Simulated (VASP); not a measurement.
Here is a VASP 6.6.1 calculation.

The input POSCAR:

```
Y
1.0
    3.6808463851      0.0000000000      0.0000000000
   -1.8404231926      3.1877064770      0.0000000000
    0.0000000000      0.0000000000      5.7206466204
Y
2
Direct
    0.3333333333      0.6666666667      0.2500000000
    0.6666666667      0.3333333333      0.7500000000
```

The input INCAR.step1:

```
SYSTEM = Y
PREC = Accurate
ENCUT = 520
ISMEAR = 1
SIGMA = 1.0
LREAL = .False.
LASPH = .True.
NELM = 60
NBANDS = 18
GGA = PE
ALGO = Normal
EDIFF = 1E-4
LWAVE = .True.
LCHARG = .False.
```

Contents of INCAR.step2:

```
SYSTEM = Y
PREC = Accurate
ENCUT = 520
EDIFF = 1E-6
ISMEAR = 1
SIGMA = 1.0
LREAL = .False.
LASPH = .True.
NELM = 60
ALGO = Normal
ISIF = 2
LWAVE = .False.
LCHARG = .True.
METAGGA = R2SCAN
LMIXTAU = .True.
LELF = .True.
LVHAR = .True.
NBANDS = 18
ISTART = 1
```

File KPOINTS:

```
regular mesh
0
Gamma
  10 10 6
  0 0 0
```

Potentials or basis: VASP PAW PBE potentials, release 64 (Y_sv).

The run is started by

```bash
$ cat potpaw_PBE.64/Y_sv/POTCAR > POTCAR
$ cp INCAR.step1 INCAR
$ mpirun -np 1 vasp_std > vasp.out
$ cp INCAR.step2 INCAR
$ mpirun -np 1 vasp_std > vasp.out
```

**Question.** What does it give for the band gap on the k mesh?

**Answer.** Zero (band 11 reaches 4.02 eV, above the bottom of band 12 at 2.38 eV).

**Question.** What does it give for the pressure?

**Answer.** 0.1 GPa.

Stress tensor (GPa, compression positive):
```
-0.08  0.00  0.00
 0.00 -0.08  0.00
 0.00  0.00  0.42
```

Caveat: the PAW data sets were made with another functional, which shifts forces and pressure a little.
